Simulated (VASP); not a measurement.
A run of VASP 6.6.1 is set up as follows.

INCAR

```
SYSTEM = Si3C
ALGO     = Normal         ! electronic algorithm
EDIFF    = 1E-7           ! SCF threshold, eV
EDIFFG   = -0.01          ! ionic threshold
ENCUT    = 600            ! plane-wave cutoff, eV
GGA      = PE             ! functional
IBRION   = 2              ! ionic algorithm
ISIF     = 3              ! what is computed and relaxed
ISMEAR   = 0              ! smearing method
LASPH    = .TRUE.         ! aspherical terms in the spheres
LCHARG   = .FALSE.        ! write CHGCAR
LREAL    = .FALSE.        ! projectors in reciprocal space
LWAVE    = .FALSE.        ! write WAVECAR
NELM     = 100            ! most SCF steps
NSW      = 100            ! ionic steps
PREC     = Accurate       ! precision mode
SIGMA    = 0.1            ! smearing width, eV
```

Contents of KPOINTS:

```
k-points
0
G
  24 24 6
  0 0 0
```

The input POSCAR:

```
Si3C
1.0
    2.5812866265      0.0000000000      0.0000000000
   -1.2906433133      2.2354597930      0.0000000000
    0.0000000000      0.0000000000      8.8644206721
Si C
3 1
Direct
    0.0000000000      0.0000000000      0.7099565058
    0.0000000000      0.0000000000      0.0000000000
    0.0000000000      0.0000000000      0.2900434942
    0.0000000000      0.0000000000      0.5000000000
```

Potentials or basis: VASP PAW PBE potentials, release 64 (Si, C).

Command:

```bash
$ cat potpaw_PBE.64/Si/POTCAR potpaw_PBE.64/C/POTCAR > POTCAR
$ mpirun -np 1 vasp_std > vasp.out
```

Problem. Estimate the space group after relaxing (to 0.05 Å).

Solution. P6/mmm (No. 191).

Problem. What does it give for the relaxed cell?

Solution. a = 2.580 Å, b = 2.580 Å, c = 8.904 Å, α = 90.00°, β = 90.00°, γ = 120.00°.

Problem. Predict the relaxed volume.

Solution. 12.83 Å³/atom.

Stress tensor (GPa, compression positive):
```
 0.05  0.00  0.00
 0.00  0.05  0.00
 0.00  0.00 -0.05
```
